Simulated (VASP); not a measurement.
Input of a VASP 6.6.1 run:

The input INCAR:

```
SYSTEM = SbS3
PREC = Accurate ; ENCUT = 520
EDIFF = 1E-6 ; ISMEAR = 0
SIGMA = 0.1 ; LREAL = .FALSE.
LASPH = .TRUE. ; NELM = 80
ALGO = Normal ; ISIF = 2
LWAVE = .FALSE. ; LCHARG = .FALSE.
GGA = PE ; NBANDS = 20
```

The input KPOINTS:

```
Automatic mesh
0
G
  4 4 4
  0 0 0
```

Contents of POSCAR:

```
SbS3
1.0
    4.9554307600      0.0000000000      0.0000000000
    0.0000000000      4.9554307600      0.0000000000
    0.0000000000      0.0000000000      4.9554307600
Sb S
1 3
Direct
    0.0000000000      0.0000000000      0.0000000000
    0.5000000000      0.0000000000      0.0000000000
    0.0000000000      0.5000000000      0.0000000000
    0.0000000000      0.0000000000      0.5000000000
```

Potentials or basis: VASP PAW PBE potentials, release 64 (Sb, S).

Launch:

```console
$ cat potpaw_PBE.64/Sb/POTCAR potpaw_PBE.64/S/POTCAR > POTCAR
$ mpirun -np 1 vasp_std > vasp.out
```

Predict the pressure.

3.4 GPa.
